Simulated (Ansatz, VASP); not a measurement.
# Ti in VASP and in Ansatz

File INCAR:

```
SYSTEM = Ti
ALGO = Normal
EDIFF = 1E-6
ENCUT = 520
GGA = PE
ISIF = 2
ISMEAR = 0
LASPH = .TRUE.
LCHARG = .TRUE.
LELF = .TRUE.
LREAL = .FALSE.
LVHAR = .TRUE.
LWAVE = .FALSE.
NBANDS = 12
NELM = 80
PREC = Accurate
SIGMA = 0.15
```

File KPOINTS:

```
k-points
0
G
  18 18 18
  0 0 0
```

POSCAR

```
Ti
1.0
    0.0000000000      2.0558584513      2.0558584513
    1.9119483597      0.0000000000      2.0558584513
    1.9119483597      2.0558584513      0.0000000000
Ti
1
Direct
    0.0000000000      0.0000000000      0.0000000000
```

Input for Ansatz:

```yaml
crystal:
  lattice:
    - [0.0, 2.0558584513, 2.0558584513]
    - [1.9119483597, 0.0, 2.0558584513]
    - [1.9119483597, 2.0558584513, 0.0]
  atoms:
    - { symbol: Ti, position: [0.0, 0.0, 0.0] }
basis:
  ecutwfc: 520.0
kpoints:
  mp_grid: { grid: [18, 18, 18] }
hamiltonian:
  xc: pbe
  pseudopotentials: { kind: paw, azcp: { folder: soft_1 } }
scf:
  occupations: { method: gaussian, width: 0.15 }
output:
  forces: true
  stress: true
  eigenvalues: true
```

Change from the starting cell: normal strain along x -0.0700, normal strain along y +0.0000.

Alike in both runs: task single point; functional PBE; k mesh 18 × 18 × 18; occupations gaussian, width 0.15 eV; no spin polarisation.

|  | VASP | Ansatz |
| --- | --- | --- |
| version | VASP 6.6.1 | Ansatz 0.2.0 |
| potentials or method | VASP PAW PBE potentials, release 64 (Ti_sv), cutoff 520 eV | scalar-relativistic, plane waves, PAW |
| valence electrons in the cell | 12 | 12 |

```tsv
	VASP	Ansatz	Ansatz less VASP
gap on the k mesh at the Fermi level (eV)	none	none	-
pressure (GPa)	8.5	8.8	+0.36
traceless stress, the component that is largest in VASP (GPa)	1.57	1.55	-0.026
```

A gap of «none» marks a metal or a gap that the smearing closes.
